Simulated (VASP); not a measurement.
**CuI: relaxation of cell and atoms with r2SCAN+rVV10**

Crystal: CuI.

```
Cu I
1.0
     4.07357    0.00000    0.00000
    -2.03679    3.52782    0.00000
     0.00000    0.00000    7.10567
Cu I
2 2
Cartesian
  2.0368 1.1759 4.2204
  0.0000 2.3519 2.8853
  0.0000 2.3519 5.4751
  2.0368 1.1759 1.6305
```

```
Program                : VASP 6.6.1
Task                   : relaxation of cell and atoms
Functional             : r2SCAN
Dispersion             : rVV10
Potentials or basis    : VASP PAW PBE potentials, release 64 (Cu, I)
Cutoff                 : 600 eV
k mesh                 : 6 × 6 × 4
Occupations            : fermi-dirac, width 0.02 eV
Spin                   : no spin polarisation
Dipole correction      : no
Further INCAR settings : ALGO = Normal; EDIFF = 1e-06; IBRION = 2; EDIFFG = -0.005; NSW = 80; ISIF = 3
```

```json
{
  "Relaxed volume": "26.33 Å³/atom",
  "Relaxed cell": "a = 4.106 Å, b = 4.106 Å, c = 7.214 Å, α = 90.00°, β = 90.00°, γ = 120.00°",
  "Space group after relaxing (to 0.1 Å)": "P-3m1 (No. 164)",
  "Energy gained by relaxing": "2.4 meV/atom",
  "Ionic steps": "16",
  "Pressure after relaxing": "0.0 GPa",
  "Band gap on the k mesh": "2.08 eV"
}
```

Forces in eV/Å, atoms in the order of the input:
```
Cu   0.000  0.000  0.001
Cu   0.000  0.000 -0.001
I    0.000  0.000 -0.002
I    0.000  0.000  0.002
```

The path:
```csv
step,energy change (eV),largest force (eV/Å),pressure (GPa),volume (Å³)
1,0.0000,0.1181,0.52,102.11
2,-0.0042,0.1326,0.09,103.34
3,-0.0050,0.1417,-0.33,104.23
4,-0.0049,0.1388,-0.09,103.94
5,-0.0050,0.1402,-0.17,104.06
6,-0.0067,0.0467,0.10,104.10
7,-0.0068,0.0402,0.15,104.11
8,-0.0082,0.0237,0.11,104.49
9,-0.0092,0.0079,0.06,104.97
10,-0.0085,0.0416,-0.01,105.94
11,-0.0094,0.0136,0.06,105.26
12,-0.0094,0.0147,-0.10,105.43
13,-0.0094,0.0130,-0.01,105.36
14,-0.0094,0.0121,0.01,105.35
15,-0.0095,0.0029,0.00,105.34
16,-0.0095,0.0023,0.01,105.33
```

Final structure:
```
Cu I
1.0
     4.10603    0.00000    0.00000
    -2.05302    3.55593    0.00000
     0.00000    0.00000    7.21436
Cu I
2 2
Direct
  0.66667 0.33333 0.59347
  0.33333 0.66667 0.40653
  0.33333 0.66667 0.76421
  0.66667 0.33333 0.23579
```

Levels at points of the mesh, in eV from the valence-band top:
| k point | band 16 | band 17 | band 18 | band 19 | band 20 | band 21 |
| --- | --- | --- | --- | --- | --- | --- |
| (0.00, 0.00, 0.00) | -0.31 | 0.00 | 0.00 | 2.08 | 3.46 | 5.23 |
| (0.50, 0.00, 0.00) | -1.28 | -1.24 | -0.17 | 3.39 | 3.51 | 4.12 |
| (0.00, 0.00, 0.50) | -0.32 | -0.13 | -0.13 | 3.52 | 3.53 | 4.95 |
| (0.50, 0.00, 0.50) | -1.22 | -1.05 | -0.37 | 2.85 | 3.15 | 4.01 |

It took 45 min on 1 thread of Intel(R) Xeon(R) Platinum 8488C (Sapphire Rapids), on a shared host, peak memory 0.6 GiB.

Caveat: the PAW data sets were made with another functional, which shifts forces and pressure a little; spin-orbit coupling is left out, which moves the levels of the heavy elements.
